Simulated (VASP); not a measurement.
# NaI (Fm-3m) in VASP: further runs, part 3 of 3

VASP 6.6.1. Earlier steps stand in the parts before.

## Step 5: Single point, PBE

The input, INCAR:

```
SYSTEM = NaI
  ALGO = Normal
  EDIFF = 1E-7
  ENCUT = 520
  GGA = PE
  ISIF = 2
  ISMEAR = 0
  LASPH = .True.
  LCHARG = .True.
  LELF = .True.
  LREAL = .False.
  LVHAR = .True.
  LWAVE = .False.
  NBANDS = 14
  NELM = 60
  PREC = Accurate
  SIGMA = 0.01
```

The input, KPOINTS:

```
k-points
0
Gamma
  6 6 6
  0 0 0
```

The input, POSCAR:

```
NaI
1.0
    0.0000000000      3.2297205894      3.2297205894
    3.2297205894      0.0000000000      3.2297205894
    3.2297205894      3.2297205894      0.0000000000
Na I
1 1
Direct
    0.0000000000      0.0000000000      0.0000000000
    0.5000000000      0.5000000000      0.5000000000
```

Potentials or basis: VASP PAW PBE potentials, release 64 (Na_pv, I).

Command:

```bash
> cat potpaw_PBE.64/Na_pv/POTCAR potpaw_PBE.64/I/POTCAR > POTCAR
> mpirun -np 1 vasp_std > vasp.out
```

OUTCAR:

```text
SYSTEM = NaI
   EDIFF = 1E-7
   ENCUT = 520
   GGA = PE
   ISIF = 2
   ISMEAR = 0
   LASPH = .True.
   LREAL = .False.
   NELM = 60
   PREC = Accurate

 ion  position               nearest neighbor table
   1  0.000  0.000  0.000-
   2  0.500  0.500  0.500-

  LATTYP: Found a face centered cubic cell.
 ALAT       =     6.4594411788

  Lattice vectors:

 A1 = (   0.0000000000,   3.2297205894,   3.2297205894)
 A2 = (   3.2297205894,   0.0000000000,   3.2297205894)
 A3 = (   3.2297205894,   3.2297205894,   0.0000000000)

Analysis of symmetry for initial positions (statically):
=====================================================================
 Subroutine PRICEL returns:
 Original cell was already a primitive cell.

 Routine SETGRP: Setting up the symmetry group for a
 face centered cubic supercell.

 Subroutine GETGRP returns: Found 48 space group operations
 (whereof 48 operations were pure point group operations)
 out of a pool of 48 trial point group operations.

The static configuration has the point symmetry O_h .

Analysis of symmetry for dynamics (positions and initial velocities):
=====================================================================
 Subroutine PRICEL returns:
 Original cell was already a primitive cell.

 Routine SETGRP: Setting up the symmetry group for a
 face centered cubic supercell.

 Subroutine GETGRP returns: Found 48 space group operations
 (whereof 48 operations were pure point group operations)
 out of a pool of 48 trial point group operations.

The dynamic configuration has the point symmetry O_h .

 Subroutine INISYM returns: Found 48 space group operations
 (whereof 48 operations are pure point group operations),
 and found     1 'primitive' translations

----------------------------------------------------------------------------------------

                                     Primitive cell

  volume of cell :      67.3790

  direct lattice vectors                    reciprocal lattice vectors
     0.000000000  3.229720589  3.229720589    -0.154812154  0.154812154  0.154812154
     3.229720589  0.000000000  3.229720589     0.154812154 -0.154812154  0.154812154
     3.229720589  3.229720589  0.000000000     0.154812154  0.154812154 -0.154812154

  length of vectors
     4.567514660  4.567514660  4.567514660     0.268142516  0.268142516  0.268142516

  position of ions in fractional coordinates (direct lattice)
     0.000000000  0.000000000  0.000000000
     0.500000000  0.500000000  0.500000000

  ion indices of the primitive-cell ions
   primitive index   ion index
                 1           1
                 2           2

----------------------------------------------------------------------------------------

 KPOINTS: k-points

Automatic generation of k-mesh.
 Grid dimensions read from file:
 generate k-points for:    6    6    6

 Generating k-lattice:

  Cartesian coordinates                     Fractional coordinates (reciprocal lattice)
    -0.025802026  0.025802026  0.025802026     0.166666667  0.000000000  0.000000000
     0.025802026 -0.025802026  0.025802026     0.000000000  0.166666667  0.000000000
     0.025802026  0.025802026 -0.025802026     0.000000000  0.000000000  0.166666667

  Length of vectors
     0.044690419  0.044690419  0.044690419

  Shift w.r.t. Gamma in fractional coordinates (k-lattice)
     0.000000000  0.000000000  0.000000000

 Subroutine IBZKPT returns following result:
 ===========================================

 Found     16 irreducible k-points:

 Following reciprocal coordinates:
            Coordinates               Weight
  0.000000  0.000000  0.000000      1.000000
  0.166667  0.000000  0.000000      8.000000
  0.333333  0.000000  0.000000      8.000000
  0.500000  0.000000  0.000000      4.000000
  0.166667  0.166667  0.000000      6.000000
  0.333333  0.166667  0.000000     24.000000
[... 8 lines left out ...]
 -0.333333  0.333333  0.166667     24.000000
 -0.333333  0.500000  0.166667     12.000000
   k-points           NKPTS =     16   k-points in BZ     NKDIM =     16   number of bands    NBANDS=     14
   number of dos      NEDOS =    301   number of ions     NIONS =      2
   total plane-waves  NPLWV =  46656
   dimension x,y,z NGX =    36 NGY =   36 NGZ =   36
   dimension x,y,z NGXF=    72 NGYF=   72 NGZF=   72
   ions per type =               1   1
   NGX,Y,Z   is equivalent  to a cutoff of  13.10, 13.10, 13.10 a.u.
   NGXF,Y,Z  is equivalent  to a cutoff of  26.21, 26.21, 26.21 a.u.
 SYSTEM =  NaI
   PREC   = accura    normal or accurate (medium, high low for compatibility)
   ISTART =      0    job   : 0-new  1-cont  2-samecut
   ICHARG =      2    charge: 1-file 2-atom 10-const
   ISPIN  =      1    spin polarized calculation?
   LNONCOLLINEAR =      F non collinear calculations
   LSORBIT =      F    spin-orbit coupling
   LASPH  =      T    aspherical Exc in radial PAW
   ENCUT  =  520.0 eV  38.22 Ry    6.18 a.u.   8.49  8.49  8.49*2*pi/ulx,y,z
   NELM   =     60;   NELMIN=  2; NELMDL= -5     # of ELM steps
   EDIFF  = 0.1E-06   stopping-criterion for ELM
   LREAL  =      F    real-space projection
   EDIFFG = 0.1E-05   stopping-criterion for IOM
   NSW    =      0    number of steps for IOM
   IBRION =     -1    ionic relax: 0-MD 1-quasi-New 2-CG
   NFREE  =      0    steps in history (QN), initial steepest desc. (CG)
   ISIF   =      2    stress and relaxation
   ISYM   =      2    0-nonsym 1-usesym 2-fastsym
   POTIM  = 0.5000    time-step for ionic-motion
   TEBEG  =    0.0;   TEEND  =   0.0 temperature during run
   PSTRESS=    0.0 pullay stress
   NELECT =      14.0000    total number of electrons
   NUPDOWN=      -1.0000    fix difference up-down
   EMIN   =  10.00;   EMAX   =-10.00  energy-range for DOS
   EFERMI =   0.00;   METHOD = LEGACY
   ISMEAR =     0;   SIGMA  =   0.01  broadening in eV -4-tet -1-fermi 0-gaus
   EFERMI_NEDOS =   21; number of points for ismear=-14 and -15
   IALGO  =     38    algorithm
   IMIX   =      4    mixing-type and parameters
     AMIX     =   0.40;   BMIX     =  1.00
     AMIX_MAG =   1.60;   BMIX_MAG =  1.00
  volume/ion in A,a.u.               =      33.69       227.35
  Fermi-wavevector in a.u.,A,eV,Ry     =   0.969637  1.832348 12.792145  0.940196
  Thomas-Fermi vector in A             =   2.099706
   LORBIT       =      0    0 simple, 1 ext, 2 COOP (PROOUT), +10 PAW based schemes
   GGA     = PE    functional components
   LHFCALC =     F    Hartree Fock is set to
   AEXX    =    0.0000 exact exchange contribution
   IVDW    =     0    specifies the selected vdW correction
   LEPSILON=     F    determine dielectric tensor
   LRPA    =     F    only Hartree local field effects (RPA)
 non-spin polarized calculation
 Gauss-broadening in eV      SIGMA  =   0.01
  energy-cutoff  :      520.00
  volume of cell :       67.38
 maximum number of plane-waves:      1837
 NGX is ok and might be reduce to    36
   NGX = 17   NGY = 17   NGZ = 17

 number of electron      13.9999994 magnetization

 Free energy of the ion-electron system (eV)
  ---------------------------------------------------
  ext. energy  EPLUGINS =         0.00000000
  ---------------------------------------------------
  free energy    TOTEN  =        -5.38363566 eV

  energy without entropy =       -5.38363566  energy(sigma->0) =       -5.38363566

 E-fermi :   0.9549     XC(G=0):  -7.7295

 val. band max:        0.8500692136   @ k =   0.0000   0.0000   0.0000
 cond. band min:       4.5072496408   @ k =   0.0000   0.0000   0.0000
 fundamental gap:      3.6571804272
 Fermi energy:         0.9549466033

 k-point     1 :       0.0000    0.0000    0.0000
  band No.  band energies     occupation
      1     -21.5819      2.00000
      2     -21.5819      2.00000
      3     -21.5819      2.00000
      4     -10.1834      2.00000
      5       0.8501      2.00000
      6       0.8501      2.00000
      7       0.8501      2.00000
      8       4.5072      0.00000
      9       8.7796      0.00000
     10       8.7796      0.00000
     11       8.7796      0.00000
     12      10.6080      0.00000
     13      10.6080      0.00000
     14      11.2900      0.00000
[... 241 lines left out ...]
      1     -21.5854      2.00000
      2     -21.5842      2.00000
      3     -21.5838      2.00000
      4      -9.7788      2.00000
      5      -0.8358      2.00000
      6      -0.2660      2.00000
      7      -0.0472      2.00000
      8       6.2157      0.00000
      9       7.3476      0.00000
     10       9.4339      0.00000
     11       9.4929      0.00000
     12      12.4962      0.00000
     13      13.3360      0.00000
     14      13.5130      0.00000

------------------------ aborting loop because EDIFF is reached ----------------------------------------

  FORCE on cell =-STRESS in cart. coord.  units (eV):
  Direction    XX          YY          ZZ          XY          YZ          ZX
  --------------------------------------------------------------------------------------
  -------------------------------------------------------------------------------------
  Total        0.2263037      0.2263037      0.2263037     -0.0000000      0.0000000      0.0000000
  in kB        5.3811792      5.3811792      5.3811792     -0.0000000      0.0000000      0.0000000
  external PRESSURE =       5.3811792 kB  Pullay stress =       0.0000000 kB

 VOLUME and BASIS-vectors are now :
 -----------------------------------------------------------------------------
  energy-cutoff  :      520.00
  volume of cell :       67.38
      direct lattice vectors                 reciprocal lattice vectors
     0.000000000  3.229720589  3.229720589    -0.154812154  0.154812154  0.154812154
     3.229720589  0.000000000  3.229720589     0.154812154 -0.154812154  0.154812154
     3.229720589  3.229720589  0.000000000     0.154812154  0.154812154 -0.154812154

 POSITION                                       TOTAL-FORCE (eV/Angst)
 -----------------------------------------------------------------------------------
      0.00000      0.00000      0.00000         0.000000     -0.000000     -0.000000
      3.22972      3.22972      3.22972        -0.000000      0.000000      0.000000
 -----------------------------------------------------------------------------------
    total drift:                                0.000000      0.000000      0.000000

  FREE ENERGIE OF THE ION-ELECTRON SYSTEM (eV)
  ---------------------------------------------------
  free  energy   TOTEN  =        -5.3836356631 eV

  energy  without entropy=       -5.3836356631  energy(sigma->0) =       -5.38363566
```

Run time: 16 s. Hardware: 1 thread of AMD EPYC 7R13 (Zen 3), shared host; peak memory 0.17 GiB.

Results:

```yaml
Free_energy: -5.3836 eV
Pressure: 0.5 GPa
Band_gap_on_the_k_mesh: 3.66 eV
```

Caveat: spin-orbit coupling is left out, which moves the levels of the heavy elements.

## Step 6: The runs side by side

```tsv
k mesh	smearing	gap on the mesh (eV)	pressure (GPa)
2 × 2 × 2	gaussian 0.01 eV	3.59	2.8
6 × 6 × 6	gaussian 0.01 eV	3.66	0.5
6 × 6 × 6	gaussian 0.2 eV	3.66	0.5
```

Alike in all rows: task single point; level PBE; potentials or basis VASP PAW PBE potentials, release 64 (Na_pv, I); no spin polarisation; cell as given; cutoff (eV) 520.

Caveats: some runs use coarse meshes; spin-orbit coupling is left out, which moves the levels of the heavy elements.

Total energies depend on the potentials used, so only differences within one code and one set of settings carry meaning.
